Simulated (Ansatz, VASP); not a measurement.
## Sn in VASP and in Ansatz

```
Sn
1.0
    -1.89465    1.89465    1.89465
     1.89465   -1.89465    1.89465
     1.89465    1.89465   -1.89465
Sn
1
Direct
  0.00000 0.00000 0.00000
```

Alike in both runs: task single point; functional LDA; k mesh 6 × 6 × 6; occupations gaussian, width 0.1 eV; no spin polarisation.

|  | VASP | Ansatz |
| --- | --- | --- |
| version | VASP 6.6.1 | Ansatz 0.2.0 |
| potentials or method | VASP PAW LDA potentials, release 64 (Sn_d), cutoff 500 eV | scalar-relativistic, plane waves, PAW |
| valence electrons in the cell | 14 | 14 |

```tsv
	VASP	Ansatz	Ansatz less VASP
gap on the k mesh at the Fermi level (eV)	none	none	-
pressure (GPa)	-3.5	-3.5	+0.01
```

LDA's correlation is that of Perdew and Zunger in VASP and of Perdew and Wang (1992) in Ansatz. A gap of «none» marks a metal or a gap that the smearing closes.

The k mesh is coarse, so the values compare programs but aren't converged.
